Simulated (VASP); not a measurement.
Write the native input for VASP 6.6.1 that does the following.

| Item | Value |
| --- | --- |
| Task | single point |
| Functional | PBE |
| Potentials or basis | VASP PAW PBE potentials, release 64 (Sn_d, O) |
| Cutoff | 520 eV |
| k mesh | 4 × 4 × 6 |
| Occupations | gaussian, width 0.1 eV |
| Spin | no spin polarisation |
| Dipole correction | no |
| Further INCAR settings | ALGO = Normal; EDIFF = 1e-06; NBANDS = 35 |

The structure of SnO2 lies in POSCAR:

```
SnO2
1.0
    4.8234121134      0.0000000000      0.0000000000
    0.0000000000      4.8234121134      0.0000000000
    0.0000000000      0.0000000000      3.2406037267
Sn O
2 4
Direct
    0.5000000000      0.5000000000      0.5000000000
    0.0000000000      0.0000000000      0.0000000000
    0.1936276785      0.8063723215      0.5000000000
    0.8063723215      0.1936276785      0.5000000000
    0.3063723215      0.3063723215      0.0000000000
    0.6936276785      0.6936276785      0.0000000000
```

One way to write it, as run:

INCAR

```
PREC     = Accurate       # precision mode
ENCUT    = 520            # plane-wave cutoff, eV
EDIFF    = 1E-6           # SCF threshold, eV
ISMEAR   = 0              # smearing method
SIGMA    = 0.1            # smearing width, eV
LREAL    = False          # projectors in reciprocal space
LASPH    = True           # aspherical terms in the spheres
NELM     = 60             # most SCF steps
ALGO     = Normal         # electronic algorithm
ISIF     = 2              # what is computed and relaxed
LWAVE    = False          # write WAVECAR
LCHARG   = True           # write CHGCAR
GGA      = PE             # functional
LELF     = True           # ELF
LVHAR    = True         
NBANDS   = 35             # bands
```

KPOINTS

```
Automatic mesh
0
Gamma
  4 4 6
```

Potentials or basis: VASP PAW PBE potentials, release 64 (Sn_d, O).

Launch:

```bash
$ cat potpaw_PBE.64/Sn_d/POTCAR potpaw_PBE.64/O/POTCAR > POTCAR
$ mpirun -np 1 vasp_std > vasp.out
```

Results of the run:

```
Pressure               : 0.7 GPa
Largest force          : 0.013 eV/Å
Band gap on the k mesh : 0.67 eV
```

Caveat: spin-orbit coupling is left out, which moves the levels of the heavy elements.

It took 120 s on 1 thread of AMD EPYC 7R13, with other jobs on the host, peak memory 0.17 GiB.
